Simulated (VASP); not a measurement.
Ga3Cl2:

```
CELL_PARAMETERS angstrom
4.23303 0.00000 0.00000
-2.11651 3.66591 0.00000
0.00000 0.00000 6.58590
ATOMIC_POSITIONS crystal
Ga 0.00000 0.00000 0.00000
Ga 0.33333 0.66667 0.64500
Ga 0.66667 0.33333 0.35500
Cl 0.33333 0.66667 0.24500
Cl 0.66667 0.33333 0.75500
```

| Quantity | Value |
| --- | --- |
| Program | VASP 6.6.1 |
| Task | relaxation of cell and atoms |
| Functional | PBE |
| Potentials or basis | VASP PAW PBE potentials, release 64 (Ga_d, Cl) |
| Cutoff | 600 eV |
| k mesh | 6 × 6 × 4 |
| Occupations | gaussian, width 0.1 eV |
| Spin | no spin polarisation |

At the start: pressure 18.0 GPa; volume 20.44 Å³/atom.

Question: Where does the relaxation end?

Answer: Over 19 steps the energy falls by 601.3 meV/atom and the volume is 25.74 Å³/atom (+25.9 %); space group P-3m1 (No. 164, to 0.05 Å).

Step by step:
```tsv
step	energy change (eV)	largest force (eV/Å)	pressure (GPa)	volume (Å³)
1	0.0000	1.8905	18.00	102.20
2	-2.0877	0.5662	1.57	140.06
3	-2.1195	0.2352	-1.23	159.75
4	-2.1505	0.3502	-0.33	151.72
5	-2.1507	0.3683	-0.19	150.60
6	-2.1696	0.3746	-0.19	149.93
7	-2.2302	0.3711	-0.19	147.91
8	-2.3522	0.2807	-0.11	143.81
9	-2.5134	0.5082	0.42	135.38
10	-2.5398	0.4738	0.32	135.41
11	-2.5693	0.6166	0.17	135.33
12	-2.6209	0.6114	-0.04	135.93
13	-2.7482	0.5947	-0.65	137.57
14	-2.8239	0.5309	-1.62	140.10
15	-2.8321	0.5563	-1.35	139.35
16	-2.9124	0.4790	-0.77	134.11
17	-2.9672	0.3224	0.57	125.84
18	-2.9958	0.1652	0.30	127.14
19	-3.0066	0.0369	0.03	128.69
```

Final structure:
```cif
data_structure
_symmetry_space_group_name_H-M 'P 1'
_symmetry_Int_Tables_number 1
_cell_length_a 4.0295
_cell_length_b 4.0295
_cell_length_c 9.1523
_cell_angle_alpha 90.000
_cell_angle_beta 90.000
_cell_angle_gamma 120.000
_cell_volume 128.69
loop_
_atom_site_label
_atom_site_type_symbol
_atom_site_fract_x
_atom_site_fract_y
_atom_site_fract_z
_atom_site_occupancy
Ga1 Ga 0.00000 0.00000 0.00000 1
Ga2 Ga 0.33333 0.66667 0.58375 1
Ga3 Ga 0.66667 0.33333 0.41625 1
Cl1 Cl 0.33333 0.66667 0.20603 1
Cl2 Cl 0.66667 0.33333 0.79397 1
```

Caveat: the volume moved by over 15 % at a fixed basis, so the end points are rough; an odd number of electrons without spin polarisation forces a metal; a magnetic or distorted state may lie lower.
